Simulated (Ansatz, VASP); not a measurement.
# One calculation of B, two programs

Contents of INCAR:

```
SYSTEM = B
ALGO = Normal
EDIFF = 1E-7
ENCUT = 520
GGA = PE
ISIF = 2
ISMEAR = -1
LASPH = .True.
LCHARG = .False.
LREAL = .False.
LWAVE = .False.
NBANDS = 10
NELM = 100
PREC = Accurate
SIGMA = 0.05
```

The input KPOINTS:

```
k-points
0
Gamma
  21 21 21
  0 0 0
```

The input POSCAR:

```
B
1.0
   -1.6353578544      1.6353578544      0.7468335536
    1.6353578544     -1.6353578544      0.7468335536
    1.6353578544      1.6353578544     -0.7468335536
B
2
Direct
   -0.3750000000     -0.1250000000     -0.2500000000
    0.3750000000      0.1250000000      0.2500000000
```

Input for Ansatz:

```yaml
crystal:
  lattice:
    - [-1.6353578544, 1.6353578544, 0.7468335536]
    - [1.6353578544, -1.6353578544, 0.7468335536]
    - [1.6353578544, 1.6353578544, -0.7468335536]
  atoms:
    - { symbol: B, position: [-0.375, -0.125, -0.25] }
    - { symbol: B, position: [0.375, 0.125, 0.25] }
kpoints:
  mp_grid: { grid: [21, 21, 21] }
scf:
  occupations: { method: fermi_dirac, width: 0.05 }
hamiltonian:
  xc: pbe
  pseudopotentials: { kind: all_electron, lapw: { basis_error: 0.001 } }
output:
  forces: true
  stress: true
  eigenvalues: true
  populations: true
```

Change from the starting cell: volume scaled by 0.5, LAPW.

Alike in both runs: task single point; functional PBE; k mesh 21 × 21 × 21; occupations fermi-dirac, width 0.05 eV; no spin polarisation.

|  | VASP | Ansatz |
| --- | --- | --- |
| version | VASP 6.6.1 | Ansatz 0.2.0 |
| potentials or method | VASP PAW PBE potentials, release 64 (B), cutoff 520 eV | all-electron LAPW, scalar-relativistic |

VASP gave:

```
pressure (GPa)                                                : 281.1
traceless stress, the component that is largest in VASP (GPa) : -0.11
```

Problem. Estimate Ansatz's values.

Solution. Pressure (GPa): 280.3; traceless stress, the component that is largest in VASP (GPa): -0.48.

Both programs put the cell under a high pressure, so it lies far from rest at this level. Ansatz ran all-electron here, and VASP with PAW potentials.

Noted on VASP's run: the cell as given lies far from equilibrium.
